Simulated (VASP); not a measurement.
A run of VASP 6.6.1 is set up as follows.

The input POSCAR:

```
Hf
1.0
    1.6329850000      2.8284130000      0.0000000000
   -1.6329850000      2.8284130000      0.0000000000
    0.0000000000      0.0000000000      5.1276520000
Hf
2
Direct
    0.3333300000      0.3333400000      0.2500000000
    0.6666600000      0.6666700000      0.7500000000
```

Contents of INCAR.step1:

```
SYSTEM = Hf
PREC     = Accurate       ! precision mode
ENCUT    = 550            ! plane-wave cutoff, eV
ISMEAR   = -5             ! smearing method
SIGMA    = 0.1            ! smearing width, eV
LREAL    = .False.        ! projectors in reciprocal space
LASPH    = .True.         ! aspherical terms in the spheres
NELM     = 120            ! most SCF steps
NBANDS   = 17             ! bands
GGA      = PE             ! functional
ALGO     = Normal         ! electronic algorithm
EDIFF    = 1E-5           ! SCF threshold, eV
LWAVE    = .True.         ! write WAVECAR
LCHARG   = .False.        ! write CHGCAR
GGA_COMPAT= .False.
```

Contents of INCAR.step2:

```
SYSTEM = Hf
PREC     = Accurate       ! precision mode
ENCUT    = 550            ! plane-wave cutoff, eV
EDIFF    = 1E-6           ! SCF threshold, eV
ISMEAR   = -5             ! smearing method
SIGMA    = 0.1            ! smearing width, eV
LREAL    = .False.        ! projectors in reciprocal space
LASPH    = .True.         ! aspherical terms in the spheres
NELM     = 120            ! most SCF steps
ALGO     = Normal         ! electronic algorithm
ISIF     = 2              ! what is computed and relaxed
LWAVE    = .False.        ! write WAVECAR
LCHARG   = .False.        ! write CHGCAR
METAGGA  = R2SCAN         ! meta-GGA
LMIXTAU  = .True.       
NBANDS   = 17             ! bands
ISTART   = 1            
GGA_COMPAT= .False.
```

KPOINTS

```
Automatic mesh
0
Gamma
  9 9 5
  0 0 0
```

Potentials or basis: VASP PAW PBE potentials, release 64 (Hf_pv).

Command:

```console
$ cat potpaw_PBE.64/Hf_pv/POTCAR > POTCAR
$ cp INCAR.step1 INCAR
$ mpirun -np 1 vasp_std > vasp.out
$ cp INCAR.step2 INCAR
$ mpirun -np 1 vasp_std > vasp.out
```

Problem. Predict the pressure.

Solution. -6.4 GPa.

Problem. What does it give for the band gap on the k mesh?

Solution. Zero (band 10 reaches 5.74 eV, above the bottom of band 11 at 4.06 eV).

Forces in eV/Å, atoms in the order of the input:
```
Hf   0.000  0.003  0.000
Hf   0.000 -0.003  0.000
```

Caveat: the PAW data sets were made with another functional, which shifts forces and pressure a little; spin-orbit coupling is left out, which moves the levels of the heavy elements; tetrahedron occupations give inexact forces and stress in metals.
